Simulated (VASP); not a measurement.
Cs: single point with PBEsol

Crystal: Cs.

```xyz
1
Lattice="-3.0335 3.0335 3.0335 3.0335 -3.0335 3.0335 3.0335 3.0335 -3.0335" Properties=species:S:1:pos:R:3 pbc="T T T"
Cs    0.0000    0.0000    0.0000
```

- Program: VASP 6.6.1
- Task: single point
- Functional: PBEsol
- Potentials or basis: VASP PAW PBE potentials, release 64 (Cs_sv)
- Cutoff: 520 eV
- k mesh: 10 × 10 × 10
- Occupations: gaussian, width 0.05 eV
- Spin: no spin polarisation

The pressure is -0.1 GPa.

Levels at points of the mesh, in eV from the Fermi level:
| k point | band 1 | band 2 | band 3 | band 4 | band 5 | band 6 | band 7 | band 8 | band 9 |
| --- | --- | --- | --- | --- | --- | --- | --- | --- | --- |
| (0.00, 0.00, 0.00) | -23.84 | -10.55 | -10.55 | -10.55 | -1.73 | 2.51 | 2.51 | 2.51 | 3.40 |
| (0.50, 0.00, 0.00) | -23.83 | -10.71 | -10.61 | -10.55 | 0.01 | 0.89 | 1.63 | 3.24 | 3.87 |
| (0.50, 0.50, 0.50) | -23.83 | -10.66 | -10.66 | -10.66 | 0.62 | 0.62 | 3.07 | 3.07 | 3.07 |

Wall time 34 s on 1 thread of Intel Xeon 6975P-C (shared host), peak memory 0.25 GiB.

Caveat: the PAW data sets were made with another functional, which shifts forces and pressure a little; spin-orbit coupling is left out, which moves the levels of the heavy elements.
